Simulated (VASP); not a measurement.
A run of VASP 6.6.1 is set up as follows.

The input INCAR:

```
SYSTEM = CdS
ALGO = Normal
EDIFF = 1E-6
ENCUT = 520
GGA = PE
ISIF = 2
ISMEAR = 0
LASPH = .True.
LCHARG = .False.
LREAL = .False.
LWAVE = .False.
NBANDS = 16
NELM = 60
PREC = Accurate
SIGMA = 0.05
```

File KPOINTS:

```
k-points
0
Gamma
  6 6 6
  0 0 0
```

File POSCAR:

```
CdS
1.0
    0.0000000000      2.9634603027      2.9634603027
    2.9634603027      0.0000000000      2.9634603027
    2.9634603027      2.9634603027      0.0000000000
Cd S
1 1
Direct
    0.0000000000      0.0000000000      0.0000000000
    0.7500000000      0.7500000000      0.7500000000
```

Potentials or basis: VASP PAW PBE potentials, release 64 (Cd, S).

The run is started by

```bash
$ cat potpaw_PBE.64/Cd/POTCAR potpaw_PBE.64/S/POTCAR > POTCAR
$ mpirun -np 1 vasp_std > vasp.out
```

Q: Predict the pressure.

A: 0.3 GPa.

Q: Estimate the band gap on the k mesh.

A: 1.04 eV, direct.

PBE gaps usually lie below the measured ones, often by a third to a half.
